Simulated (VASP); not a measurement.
SnO2: single point with r2SCAN

Crystal: SnO2.

```xyz
3
Lattice="1.6171 0.9336 5.1846 -1.6171 0.9336 5.1846 0.0000 -1.8673 5.1846" Properties=species:S:1:pos:R:3 pbc="T T T"
Sn    0.0000    0.0000    7.7770
O     0.0000    0.0000    3.6889
O     0.0000    0.0000   11.8650
```

This cell differs from its parent crystal: strain +0.000 along x and y, +0.080 along z.

```json
{"Program": "VASP 6.6.1", "Task": "single point", "Functional": "r2SCAN", "Potentials or basis": "VASP PAW PBE potentials, release 64 (Sn_d, O)", "Cutoff": "520 eV", "k mesh": "12 × 12 × 12", "Occupations": "gaussian, width 0.05 eV", "Spin": "no spin polarisation"}
```

```json
{"Pressure": "-11.5 GPa", "Largest force": "1.603 eV/Å", "Band gap on the k mesh": "2.43 eV (least direct gap 2.55 eV)"}
```

Forces in eV/Å, atoms in the order of the input:
```
Sn   0.000  0.000  0.000
O    0.000  0.000 -1.603
O    0.000  0.000  1.603
```

Stress tensor (GPa, compression positive):
```
-10.63   0.00   0.00
  0.00 -10.63   0.00
  0.00   0.00 -13.36
```

Levels at points of the mesh, in eV from the valence-band top:
```
           k point  band 11  band 12  band 13  band 14  band 15  band 16
(0.00, 0.00, 0.00)    -0.63    -0.63    -0.12     2.43     6.32    11.76
(0.50, 0.00, 0.00)    -1.43    -0.46    -0.40     5.53     7.99    10.97
(0.50, 0.50, 0.00)    -1.24    -0.38    -0.03     5.32     7.41    11.27
(0.50, 0.50, 0.50)    -0.93    -0.61    -0.61     3.38     6.12    12.01
```

Run time: 53 min on 1 thread of Intel Xeon 8259CL, on a shared host, peak memory 0.39 GiB.

Caveat: the cell differs from its parent crystal (strain +0.000 along x and y, +0.080 along z); the cell stands under tension; the PAW data sets were made with another functional, which shifts forces and pressure a little; spin-orbit coupling is left out, which moves the levels of the heavy elements. A k mesh can miss the band edges.
